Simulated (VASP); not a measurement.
Write the native input for VASP 6.6.1 that does the following.

- Task: single point
- Functional: PBE
- Potentials or basis: VASP PAW PBE potentials, release 64 (K_sv, F)
- Cutoff: 520 eV
- k mesh: 16 × 16 × 16
- Occupations: fermi-dirac, width 0.08 eV
- Spin: no spin polarisation
- Dipole correction: no
- Further INCAR settings: ALGO = Normal; EDIFF = 1e-07; NBANDS = 15

The structure of KF (rocksalt type) lies in POSCAR:

```
KF
1.0
   -0.0812966289      2.6692393144      2.6692393144
    2.6692393144     -0.0812966289      2.6692393144
    2.6692393144      2.6692393144     -0.0812966289
K F
1 1
Direct
    0.0000000000      0.0000000000      0.0000000000
    0.5000000000      0.5000000000      0.5000000000
```

This cell differs from its parent crystal: equal xy, yz and zx shear strains of -3 %.

One way to write it, as run:

INCAR

```
  PREC = Accurate
  ENCUT = 520
  EDIFF = 1E-7
  ISMEAR = -1
  SIGMA = 0.08
  LREAL = F
  LASPH = T
  NELM = 60
  ALGO = Normal
  ISIF = 2
  LWAVE = F
  LCHARG = F
  GGA = PE
  NBANDS = 15
```

KPOINTS

```
regular mesh
0
Gamma
  16 16 16
```

Potentials or basis: VASP PAW PBE potentials, release 64 (K_sv, F).

The run is started by

```bash
$ cat potpaw_PBE.64/K_sv/POTCAR potpaw_PBE.64/F/POTCAR > POTCAR
$ mpirun -np 1 vasp_std > vasp.out
```

Results of the run:

```json
{
 "Pressure": "0.0 GPa",
 "Band gap on the k mesh": "5.91 eV"
}
```

Caveat: the cell differs from its parent crystal (equal xy, yz and zx shear strains of -3 %).

Wall time 84 s on 1 thread of Intel(R) Xeon(R) 6975P-C (Granite Rapids) (shared host), peak memory 0.34 GiB.
